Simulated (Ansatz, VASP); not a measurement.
HC4 in VASP and in Ansatz

```xyz
10
Lattice="4.9314 0.0000 0.0000 -2.4657 4.2707 0.0000 0.0000 0.0000 18.0000" Properties=species:S:1:pos:R:3 pbc="T T T"
C     0.0000    1.4236    4.0000
C    -1.2329    3.5589    4.0000
C     2.4657    1.4236    4.0000
C     1.2329    3.5589    4.0000
C     1.2329    0.7118    4.0000
C     0.0000    2.8471    4.0000
C     3.6986    0.7118    4.0000
C     2.4657    2.8471    4.0000
H    -0.0461   -0.0798    4.4500
H     1.2789    2.2152    4.4500
```

Alike in both runs: task single point; functional PBE; dispersion D3(BJ); k mesh 6 × 6 × 1; occupations gaussian, width 0.1 eV; no spin polarisation.

|  | VASP | Ansatz |
| --- | --- | --- |
| version | VASP 6.6.1 | Ansatz 0.2.0 |
| potentials or method | VASP PAW PBE potentials, release 64 (C, H), cutoff 520 eV | scalar-relativistic, plane waves, PAW |
| valence electrons in the cell | 34 | 34 |

|  | VASP | Ansatz | Ansatz less VASP |
| --- | --- | --- | --- |
| gap on the k mesh at the Fermi level (eV) | none | none | - |
| rms of the force components (eV/Å) | 1.274 | 1.270 | -0.0039 |
| work function, face that differs most (eV) | 3.25 | 3.24 | -0.005 |

Atom by atom the forces differ by 0.007 eV/Å (rms over components). A gap of «none» marks a metal or a gap that the smearing closes. Ansatz's warnings: structure snapped to symmetry.
